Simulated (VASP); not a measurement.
Mo, 15 atoms in the cell. The cell holds a slab with vacuum, 15 atoms: a = 4.470 Å, b = 4.470 Å, c = 27.773 Å, α = 90.00°, β = 90.00°, γ = 120.00°. 

| Property | Result |
| --- | --- |
| Program | VASP 6.6.1 |
| Task | single point |
| Functional | PBE |
| Potentials or basis | VASP PAW PBE potentials, release 64 (Mo_sv) |
| Cutoff | 520 eV |
| k mesh | 9 × 9 × 1 |
| Occupations | gaussian, width 0.1 eV |
| Spin | no spin polarisation |
| Dipole correction | yes |
| Further INCAR settings | LREAL = Auto; ALGO = Normal; EDIFF = 1e-07; NBANDS = 118 |

Potentials or basis: VASP PAW PBE potentials, release 64 (Mo_sv).

The run is started by

```console
$ cat potpaw_PBE.64/Mo_sv/POTCAR > POTCAR
$ mpirun -np 1 vasp_std > vasp.out
```

Hardware: 1 thread of Intel(R) Xeon(R) Platinum 8488C (Sapphire Rapids) (shared host).

**Question.** Estimate the wall time of this run.

**Answer.** It took 42 min on 1 thread of Intel(R) Xeon(R) Platinum 8488C (Sapphire Rapids), on a shared host, peak memory 0.8 GiB. Counts: scf iterations 35, k points 12.
